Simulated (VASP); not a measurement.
# InSb (F-43m) in VASP: a series of runs

InSb is run at these levels: r2SCAN, HSE06; tasks: single point.

Program: VASP 6.6.1. These are calculated values, not measurements. Logs are shortened: lines on timing, memory, paths and dates and some standing lists are left out, and cuts for length are marked.

## 1. The cell of the first run

The structure is cubic, space group F-43m (No. 216). Conventional cell: a = 6.471 Å, b = 6.471 Å, c = 6.471 Å, α = 90.00°, β = 90.00°, γ = 90.00°. In (site symmetry -43m) has 4 Sb at 2.80 Å within 3.7 Å. Within 3.7 Å of Sb (site symmetry -43m) lie 4 In at 2.80 Å.

## 2. Single point, r2SCAN (strain -1.3%)

POSCAR

```
InSb
1.0
    0.0000000000      3.2355675401      3.2355675401
    3.2355675401      0.0000000000      3.2355675401
    3.2355675401      3.2355675401      0.0000000000
In Sb
1 1
Direct
    0.0000000000      0.0000000000      0.0000000000
    0.2500000000      0.2500000000      0.2500000000
```

INCAR.step1

```
SYSTEM = InSb
ALGO = Normal
EDIFF = 1E-5
ENCUT = 550
GGA = PE
GGA_COMPAT = .FALSE.
ISMEAR = -1
LASPH = .TRUE.
LCHARG = .FALSE.
LREAL = .FALSE.
LWAVE = .TRUE.
NBANDS = 21
NELM = 120
PREC = Accurate
SIGMA = 0.02
```

INCAR.step2

```
SYSTEM = InSb
ALGO = Normal
EDIFF = 1E-6
ENCUT = 550
GGA_COMPAT = .FALSE.
ISIF = 2
ISMEAR = -1
ISTART = 1
LASPH = .TRUE.
LCHARG = .TRUE.
LELF = .TRUE.
LMIXTAU = .TRUE.
LREAL = .FALSE.
LVHAR = .TRUE.
LWAVE = .FALSE.
METAGGA = R2SCAN
NBANDS = 21
NELM = 120
PREC = Accurate
SIGMA = 0.02
```

KPOINTS

```
k-points
0
G
  6 6 6
  0 0 0
```

Potentials or basis: VASP PAW PBE potentials, release 64 (In_d, Sb_d_GW).

Launch:

```console
$ cat potpaw_PBE.64/In_d/POTCAR potpaw_PBE.64/Sb_d_GW/POTCAR > POTCAR
$ cp INCAR.step1 INCAR
$ mpirun -np 1 vasp_std > vasp.out
$ cp INCAR.step2 INCAR
$ mpirun -np 1 vasp_std > vasp.out
```

OUTCAR:

```text
SYSTEM = InSb
   EDIFF = 1E-6
   ENCUT = 550
   ISIF = 2
   ISMEAR = -1
   ISTART = 1
   LASPH = .TRUE.
   LREAL = .FALSE.
   METAGGA = R2SCAN
   NELM = 120
   PREC = Accurate

 ion  position               nearest neighbor table
   1  0.000  0.000  0.000-   2 2.80   2 2.80   2 2.80   2 2.80
   2  0.250  0.250  0.250-   1 2.80   1 2.80   1 2.80   1 2.80

  LATTYP: Found a face centered cubic cell.
 ALAT       =     6.4711350802

  Lattice vectors:

 A1 = (   0.0000000000,   3.2355675401,   3.2355675401)
 A2 = (   3.2355675401,   0.0000000000,   3.2355675401)
 A3 = (   3.2355675401,   3.2355675401,   0.0000000000)

Analysis of symmetry for initial positions (statically):
=====================================================================
 Subroutine PRICEL returns:
 Original cell was already a primitive cell.

 Routine SETGRP: Setting up the symmetry group for a
 face centered cubic supercell.

 Subroutine GETGRP returns: Found 24 space group operations
 (whereof 24 operations were pure point group operations)
 out of a pool of 48 trial point group operations.

The static configuration has the point symmetry T_d .

Analysis of symmetry for dynamics (positions and initial velocities):
=====================================================================
 Subroutine PRICEL returns:
 Original cell was already a primitive cell.

 Routine SETGRP: Setting up the symmetry group for a
 face centered cubic supercell.

 Subroutine GETGRP returns: Found 24 space group operations
 (whereof 24 operations were pure point group operations)
 out of a pool of 48 trial point group operations.

The dynamic configuration has the point symmetry T_d .

 Subroutine INISYM returns: Found 24 space group operations
 (whereof 24 operations are pure point group operations),
 and found     1 'primitive' translations

----------------------------------------------------------------------------------------

                                     Primitive cell

  volume of cell :      67.7456

  direct lattice vectors                    reciprocal lattice vectors
     0.000000000  3.235567540  3.235567540    -0.154532395  0.154532395  0.154532395
     3.235567540  0.000000000  3.235567540     0.154532395 -0.154532395  0.154532395
     3.235567540  3.235567540  0.000000000     0.154532395  0.154532395 -0.154532395

  length of vectors
     4.575783497  4.575783497  4.575783497     0.267657959  0.267657959  0.267657959

  position of ions in fractional coordinates (direct lattice)
     0.000000000  0.000000000  0.000000000
     0.250000000  0.250000000  0.250000000

  ion indices of the primitive-cell ions
   primitive index   ion index
                 1           1
                 2           2

----------------------------------------------------------------------------------------

 KPOINTS: k-points

Automatic generation of k-mesh.
 Grid dimensions read from file:
 generate k-points for:    6    6    6

 Generating k-lattice:

  Cartesian coordinates                     Fractional coordinates (reciprocal lattice)
    -0.025755399  0.025755399  0.025755399     0.166666667  0.000000000  0.000000000
     0.025755399 -0.025755399  0.025755399     0.000000000  0.166666667  0.000000000
     0.025755399  0.025755399 -0.025755399     0.000000000  0.000000000  0.166666667

  Length of vectors
     0.044609660  0.044609660  0.044609660

  Shift w.r.t. Gamma in fractional coordinates (k-lattice)
     0.000000000  0.000000000  0.000000000

 Subroutine IBZKPT returns following result:
 ===========================================

 Found     16 irreducible k-points:

 Following reciprocal coordinates:
            Coordinates               Weight
  0.000000  0.000000  0.000000      1.000000
  0.166667  0.000000  0.000000      8.000000
  0.333333  0.000000  0.000000      8.000000
  0.500000  0.000000  0.000000      4.000000
  0.166667  0.166667  0.000000      6.000000
  0.333333  0.166667  0.000000     24.000000
[... 8 lines left out ...]
 -0.333333  0.333333  0.166667     24.000000
 -0.333333  0.500000  0.166667     12.000000
   k-points           NKPTS =     16   k-points in BZ     NKDIM =     16   number of bands    NBANDS=     21
   number of dos      NEDOS =    301   number of ions     NIONS =      2
   total plane-waves  NPLWV =  46656
   dimension x,y,z NGX =    36 NGY =   36 NGZ =   36
   dimension x,y,z NGXF=    72 NGYF=   72 NGZF=   72
   ions per type =               1   1
   NGX,Y,Z   is equivalent  to a cutoff of  13.08, 13.08, 13.08 a.u.
   NGXF,Y,Z  is equivalent  to a cutoff of  26.16, 26.16, 26.16 a.u.
 SYSTEM =  InSb
   PREC   = accura    normal or accurate (medium, high low for compatibility)
   ISTART =      1    job   : 0-new  1-cont  2-samecut
   ICHARG =      0    charge: 1-file 2-atom 10-const
   ISPIN  =      1    spin polarized calculation?
   LNONCOLLINEAR =      F non collinear calculations
   LSORBIT =      F    spin-orbit coupling
   LASPH  =      T    aspherical Exc in radial PAW
   ENCUT  =  550.0 eV  40.42 Ry    6.36 a.u.   8.75  8.75  8.75*2*pi/ulx,y,z
   NELM   =    120;   NELMIN=  2; NELMDL=  0     # of ELM steps
   EDIFF  = 0.1E-05   stopping-criterion for ELM
   LREAL  =      F    real-space projection
   EDIFFG = 0.1E-04   stopping-criterion for IOM
   NSW    =      0    number of steps for IOM
   IBRION =     -1    ionic relax: 0-MD 1-quasi-New 2-CG
   NFREE  =      0    steps in history (QN), initial steepest desc. (CG)
   ISIF   =      2    stress and relaxation
   ISYM   =      2    0-nonsym 1-usesym 2-fastsym
   POTIM  = 0.5000    time-step for ionic-motion
   TEBEG  =    0.0;   TEEND  =   0.0 temperature during run
   PSTRESS=    0.0 pullay stress
   NELECT =      28.0000    total number of electrons
   NUPDOWN=      -1.0000    fix difference up-down
   EMIN   =  10.00;   EMAX   =-10.00  energy-range for DOS
   EFERMI =   0.00;   METHOD = LEGACY
   ISMEAR =    -1;   SIGMA  =   0.02  broadening in eV -4-tet -1-fermi 0-gaus
   EFERMI_NEDOS =   21; number of points for ismear=-14 and -15
   IALGO  =     38    algorithm
   IMIX   =      4    mixing-type and parameters
     AMIX     =   0.40;   BMIX     =  1.00
     AMIX_MAG =   1.60;   BMIX_MAG =  1.00
  volume/ion in A,a.u.               =      33.87       228.59
  Fermi-wavevector in a.u.,A,eV,Ry     =   1.219459  2.304442 20.232940  1.487079
  Thomas-Fermi vector in A             =   2.354710
   LORBIT       =      0    0 simple, 1 ext, 2 COOP (PROOUT), +10 PAW based schemes
   METAGGA = R2SCAN    functional components
   LHFCALC =     F    Hartree Fock is set to
   AEXX    =    0.0000 exact exchange contribution
   IVDW    =     0    specifies the selected vdW correction
   LEPSILON=     F    determine dielectric tensor
   LRPA    =     F    only Hartree local field effects (RPA)
 non-spin polarized calculation
  energy-cutoff  :      550.00
  volume of cell :       67.75
 maximum number of plane-waves:      2012
   NGX = 17   NGY = 17   NGZ = 17

 number of electron      27.9999986 magnetization

 Free energy of the ion-electron system (eV)
  ---------------------------------------------------
  ext. energy  EPLUGINS =         0.00000000
  ---------------------------------------------------
  free energy    TOTEN  =       -48.76245863 eV

  energy without entropy =      -48.76245118  energy(sigma->0) =      -48.76245491

 E-fermi :   4.2466     XC(G=0):  -9.5517

 val. band max:        4.1063091048   @ k =   0.0000   0.0000   0.0000
 cond. band min:       4.3648423362   @ k =   0.0000   0.0000   0.0000
 fundamental gap:      0.2585332314
 Fermi energy:         4.2465796877

 k-point     1 :       0.0000    0.0000    0.0000
  band No.  band energies     occupation
      1     -25.1537      2.00000
      2     -25.1537      2.00000
      3     -25.1537      2.00000
      4     -25.1312      2.00000
      5     -25.1312      2.00000
      6     -10.9980      2.00000
[... 13 lines left out ...]
     20      12.9518      0.00000
     21      12.9518      0.00000

 k-point     2 :       0.1667    0.0000    0.0000
  band No.  band energies     occupation
      1     -25.1537      2.00000
      2     -25.1534      2.00000
      3     -25.1534      2.00000
      4     -25.1310      2.00000
      5     -25.1310      2.00000
      6     -11.0115      2.00000
[... 13 lines left out ...]
     20      11.9153      0.00000
     21      11.9153      0.00000

 k-point     3 :       0.3333    0.0000    0.0000
  band No.  band energies     occupation
      1     -25.1536      2.00000
      2     -25.1528      2.00000
      3     -25.1528      2.00000
      4     -25.1307      2.00000
      5     -25.1307      2.00000
      6     -11.0378      2.00000
[... 13 lines left out ...]
     20      12.3749      0.00000
     21      12.3749      0.00000

 k-point     4 :       0.5000    0.0000    0.0000
  band No.  band energies     occupation
      1     -25.1536      2.00000
      2     -25.1525      2.00000
      3     -25.1525      2.00000
      4     -25.1305      2.00000
      5     -25.1305      2.00000
      6     -11.0506      2.00000
[... 13 lines left out ...]
     20      13.9501      0.00000
     21      13.9501      0.00000

 k-point     5 :       0.1667    0.1667    0.0000
  band No.  band energies     occupation
      1     -25.1541      2.00000
      2     -25.1530      2.00000
      3     -25.1530      2.00000
      4     -25.1313      2.00000
      5     -25.1307      2.00000
      6     -11.0226      2.00000
[... 13 lines left out ...]
     20      12.0257      0.00000
     21      13.2591      0.00000
[... 190 lines left out ...]
     20      15.1756      0.00000
     21      15.3832      0.00000

 k-point    14 :       0.5000    0.3333    0.1667
  band No.  band energies     occupation
      1     -25.1540      2.00000
      2     -25.1524      2.00000
      3     -25.1518      2.00000
      4     -25.1311      2.00000
      5     -25.1299      2.00000
      6     -11.0618      2.00000
[... 13 lines left out ...]
     20      13.5520      0.00000
     21      15.0415      0.00000

 k-point    15 :      -0.3333    0.3333    0.1667
  band No.  band energies     occupation
      1     -25.1533      2.00000
      2     -25.1531      2.00000
      3     -25.1515      2.00000
      4     -25.1309      2.00000
      5     -25.1299      2.00000
      6     -11.0682      2.00000
[... 13 lines left out ...]
     20      14.3870      0.00000
     21      14.9666      0.00000

 k-point    16 :      -0.3333    0.5000    0.1667
  band No.  band energies     occupation
      1     -25.1543      2.00000
      2     -25.1522      2.00000
      3     -25.1511      2.00000
      4     -25.1313      2.00000
      5     -25.1295      2.00000
      6     -11.0776      2.00000
[... 13 lines left out ...]
     20      14.6493      0.00000
     21      15.3459      0.00000

------------------------ aborting loop because EDIFF is reached ----------------------------------------

  FORCE on cell =-STRESS in cart. coord.  units (eV):
  Direction    XX          YY          ZZ          XY          YZ          ZX
  --------------------------------------------------------------------------------------
  -------------------------------------------------------------------------------------
  Total        0.7712876      0.7712876      0.7712876      0.0000000      0.0000000      0.0000000
  in kB       18.2408685     18.2408685     18.2408685      0.0000000      0.0000000      0.0000000
  external PRESSURE =      18.2408685 kB  Pullay stress =       0.0000000 kB

 VOLUME and BASIS-vectors are now :
 -----------------------------------------------------------------------------
  energy-cutoff  :      550.00
  volume of cell :       67.75
      direct lattice vectors                 reciprocal lattice vectors
     0.000000000  3.235567540  3.235567540    -0.154532395  0.154532395  0.154532395
     3.235567540  0.000000000  3.235567540     0.154532395 -0.154532395  0.154532395
     3.235567540  3.235567540  0.000000000     0.154532395  0.154532395 -0.154532395

 POSITION                                       TOTAL-FORCE (eV/Angst)
 -----------------------------------------------------------------------------------
      0.00000      0.00000      0.00000        -0.000000     -0.000000      0.000000
      1.61778      1.61778      1.61778         0.000000      0.000000     -0.000000
 -----------------------------------------------------------------------------------
    total drift:                               -0.000000     -0.000000     -0.000000

  FREE ENERGIE OF THE ION-ELECTRON SYSTEM (eV)
  ---------------------------------------------------
  free  energy   TOTEN  =       -48.7624586333 eV

  energy  without entropy=      -48.7624511790  energy(sigma->0) =      -48.76245491
```

It took 2 min on 1 thread of Intel Xeon Platinum 8259CL at 2.50GHz (Skylake/Cascade Lake), shared host; peak memory 0.24 GiB.

Results:

```yaml
Free_energy: -48.7625 eV
Pressure: 1.8 GPa
Band_gap_on_the_k_mesh: 0.26 eV
```

Levels at points of the mesh, in eV from the valence-band top:
| k point | band 12 | band 13 | band 14 | band 15 | band 16 | band 17 |
| --- | --- | --- | --- | --- | --- | --- |
| (0.00, 0.00, 0.00) | 0.00 | 0.00 | 0.00 | 0.26 | 3.23 | 3.23 |
| (0.50, 0.00, 0.00) | -5.79 | -1.05 | -1.05 | 0.85 | 4.11 | 4.11 |
| (0.50, 0.50, 0.00) | -6.08 | -2.37 | -2.37 | 1.56 | 1.57 | 8.79 |

Caveat: the cell differs from its parent crystal (strain -1.3%); semilocal functionals underestimate gaps, and a narrow one can read as zero; the PAW data sets were made with another functional, which shifts forces and pressure a little; spin-orbit coupling is left out, which moves the levels of the heavy elements.

## 3. Single point, HSE06 (strain -1.3%)

POSCAR is that of step 2.

INCAR.step1

```
SYSTEM = InSb
PREC     = Accurate       ! precision mode
ENCUT    = 400            ! plane-wave cutoff, eV
EDIFF    = 1E-5           ! SCF threshold, eV
ISMEAR   = -1             ! smearing method
SIGMA    = 0.02           ! smearing width, eV
LREAL    = .FALSE.        ! projectors in reciprocal space
LASPH    = .TRUE.         ! aspherical terms in the spheres
NELM     = 120            ! most SCF steps
ALGO     = Normal         ! electronic algorithm
ISIF     = 2              ! what is computed and relaxed
LWAVE    = .TRUE.         ! write WAVECAR
LCHARG   = .FALSE.        ! write CHGCAR
NBANDS   = 21             ! bands
GGA      = PE             ! functional
GGA_COMPAT= .FALSE.
```

INCAR.step2

```
SYSTEM = InSb
PREC     = Accurate       ! precision mode
ENCUT    = 400            ! plane-wave cutoff, eV
EDIFF    = 1E-6           ! SCF threshold, eV
ISMEAR   = -1             ! smearing method
SIGMA    = 0.02           ! smearing width, eV
LREAL    = .FALSE.        ! projectors in reciprocal space
LASPH    = .TRUE.         ! aspherical terms in the spheres
NELM     = 120            ! most SCF steps
ALGO     = Normal         ! electronic algorithm
ISIF     = 2              ! what is computed and relaxed
LWAVE    = .FALSE.        ! write WAVECAR
LCHARG   = .FALSE.        ! write CHGCAR
GGA      = PE             ! functional
LHFCALC  = .TRUE.         ! exact exchange
HFSCREEN = 0.2079         ! screening, 1/A
PRECFOCK = Normal       
NBANDS   = 21             ! bands
ISTART   = 1            
GGA_COMPAT= .FALSE.
```

KPOINTS

```
Automatic mesh
0
G
  4 4 4
  0 0 0
```

Potentials or basis: VASP PAW PBE potentials, release 64 (In_d, Sb_d_GW).

Launch:

```console
$ cat potpaw_PBE.64/In_d/POTCAR potpaw_PBE.64/Sb_d_GW/POTCAR > POTCAR
$ cp INCAR.step1 INCAR
$ mpirun -np 1 vasp_std > vasp.out
$ cp INCAR.step2 INCAR
$ mpirun -np 1 vasp_std > vasp.out
```

OUTCAR:

```text
SYSTEM = InSb
   PREC = Accurate
   ENCUT = 400
   EDIFF = 1E-6
   ISMEAR = -1
   LREAL = .FALSE.
   LASPH = .TRUE.
   NELM = 120
   ISIF = 2
   GGA = PE
   LHFCALC = .TRUE.
   HFSCREEN = 0.2079
   PRECFOCK = Normal
   ISTART = 1

 ion  position               nearest neighbor table
   1  0.000  0.000  0.000-   2 2.80   2 2.80   2 2.80   2 2.80
   2  0.250  0.250  0.250-   1 2.80   1 2.80   1 2.80   1 2.80

  LATTYP: Found a face centered cubic cell.
 ALAT       =     6.4711350802

  Lattice vectors:

 A1 = (   0.0000000000,   3.2355675401,   3.2355675401)
 A2 = (   3.2355675401,   0.0000000000,   3.2355675401)
 A3 = (   3.2355675401,   3.2355675401,   0.0000000000)

Analysis of symmetry for initial positions (statically):
=====================================================================
 Subroutine PRICEL returns:
 Original cell was already a primitive cell.

 Routine SETGRP: Setting up the symmetry group for a
 face centered cubic supercell.

 Subroutine GETGRP returns: Found 24 space group operations
 (whereof 24 operations were pure point group operations)
[... 149 lines left out ...]
  ext. energy  EPLUGINS =         0.00000000
  ---------------------------------------------------
  free energy    TOTEN  =        -8.12866950 eV

  energy without entropy =       -8.12866947  energy(sigma->0) =       -8.12866949

 E-fermi :   4.2450     XC(G=0):  -7.3885

 val. band max:        3.9546833872   @ k =   0.0000   0.0000   0.0000
 cond. band min:       4.5134314027   @ k =   0.0000   0.0000   0.0000
 fundamental gap:      0.5587480155
 Fermi energy:         4.2450254929

 k-point     1 :       0.0000    0.0000    0.0000
  band No.  band energies     occupation
      1     -26.7816      2.00000
      2     -26.7816      2.00000
      3     -26.7816      2.00000
      4     -26.7614      2.00000
      5     -26.7614      2.00000
      6     -12.4725      2.00000
[... 181 lines left out ...]
     20      14.9980      0.00000
     21      15.4374      0.00000

------------------------ aborting loop because EDIFF is reached ----------------------------------------

  FORCE on cell =-STRESS in cart. coord.  units (eV):
  Direction    XX          YY          ZZ          XY          YZ          ZX
  --------------------------------------------------------------------------------------
  -------------------------------------------------------------------------------------
  Total        0.6823614      0.6823614      0.6823614     -0.0000000      0.0000000     -0.0000000
  in kB       16.1377748     16.1377748     16.1377748     -0.0000000      0.0000000     -0.0000000
  external PRESSURE =      16.1377748 kB  Pullay stress =       0.0000000 kB

 VOLUME and BASIS-vectors are now :
 -----------------------------------------------------------------------------
  energy-cutoff  :      400.00
  volume of cell :       67.75
      direct lattice vectors                 reciprocal lattice vectors
     0.000000000  3.235567540  3.235567540    -0.154532395  0.154532395  0.154532395
     3.235567540  0.000000000  3.235567540     0.154532395 -0.154532395  0.154532395
     3.235567540  3.235567540  0.000000000     0.154532395  0.154532395 -0.154532395

 POSITION                                       TOTAL-FORCE (eV/Angst)
 -----------------------------------------------------------------------------------
      0.00000      0.00000      0.00000         0.000000      0.000000      0.000000
      1.61778      1.61778      1.61778        -0.000000     -0.000000     -0.000000
 -----------------------------------------------------------------------------------
    total drift:                               -0.000022      0.000021     -0.000020

  FREE ENERGIE OF THE ION-ELECTRON SYSTEM (eV)
  ---------------------------------------------------
  free  energy   TOTEN  =        -8.1286695024 eV

  energy  without entropy=       -8.1286694746  energy(sigma->0) =       -8.12866949
```

Wall time 20 min (1 thread of Intel Xeon Platinum 8259CL at 2.50GHz (Skylake/Cascade Lake), shared host); peak memory 0.3 GiB.

Results:

- Free energy: -8.1287 eV
- Pressure: 1.6 GPa
- Band gap on the k mesh: 0.56 eV

Caveat: the k points lie up to 0.42 Å⁻¹ apart; the cell differs from its parent crystal (strain -1.3%); the PAW data sets were made with another functional, which shifts forces and pressure a little; spin-orbit coupling is left out, which moves the levels of the heavy elements.
